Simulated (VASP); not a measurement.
MgO, 4 atoms in the cell. It takes space group P6_3mc (No. 186, hexagonal). Conventional cell: a = 3.308 Å, b = 3.308 Å, c = 4.983 Å, α = 90.00°, β = 90.00°, γ = 120.00°. Within 2.6 Å of Mg (site symmetry 3m) lie 4 O at 1.97 to 1.99 Å. O (site symmetry 3m) has 4 Mg at 1.97 to 1.99 Å within 2.6 Å. 

- Program: VASP 6.6.1
- Task: relaxation of cell and atoms
- Functional: PBEsol
- Potentials or basis: VASP PAW PBE potentials, release 64 (Mg, O)
- Cutoff: 600 eV
- k mesh: 8 × 8 × 5
- Occupations: gaussian, width 0.01 eV
- Spin: no spin polarisation
- Target pressure: 20 GPa
- Dipole correction: no
- Further INCAR settings: ALGO = Normal; EDIFF = 1e-06; IBRION = 2; EDIFFG = -0.01; NSW = 80; ISIF = 3

Potentials or basis: VASP PAW PBE potentials, release 64 (Mg, O).

Command:

```console
$ cat potpaw_PBE.64/Mg/POTCAR potpaw_PBE.64/O/POTCAR > POTCAR
$ mpirun -np 1 vasp_std > vasp.out
```

Hardware: 1 thread of Intel Xeon 8259CL, with other jobs on the host.

Problem. How long does it take, and how much memory?

Solution. Run time: 12 min on 1 thread of Intel Xeon 8259CL (shared host), peak memory 0.21 GiB. Counts: scf iterations 234, k points 30, ion steps 39.
